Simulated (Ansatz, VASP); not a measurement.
# NaHfO: VASP beside Ansatz

```xyz
3
Lattice="3.4834 0.0000 0.0000 0.0000 3.4834 0.0000 0.0000 0.0000 4.1496" Properties=species:S:1:pos:R:3 pbc="T T T"
Na    0.0000    0.0000    0.0000
Hf    1.7417    1.7417    2.0748
O     1.7417    1.7417    0.0000
```

Change from the starting cell: species swapped into the YCoC type (P4/mmm, No. 123).

Alike in both runs: functional PBE; k mesh 6 × 6 × 6; occupations gaussian, width 0.1 eV; no spin polarisation.

Ansatz relaxed the structure, and its values are those at the end. VASP's run is a single point on that final structure, the one shown.

```csv
,VASP,Ansatz
version,VASP 6.6.1,Ansatz 0.2.0
potentials or method,"VASP PAW PBE potentials, release 64 (Na_pv, Hf_pv, O), cutoff 520 eV","scalar-relativistic, plane waves, PAW"
valence electrons in the cell,23,41
```

```tsv
	VASP	Ansatz	Ansatz less VASP
gap on the k mesh at the Fermi level (eV)	none	none	-
pressure (GPa)	-0.6	0.0	+0.65
```

A gap of «none» marks a metal or a gap that the smearing closes. With one functional, cell and mesh, what is left measures potentials, basis and numerics. VASP's potentials hold 23 valence electrons a cell and Ansatz's 41, so a difference there can come from the potentials and not from the codes.

Spin-orbit coupling is off throughout.
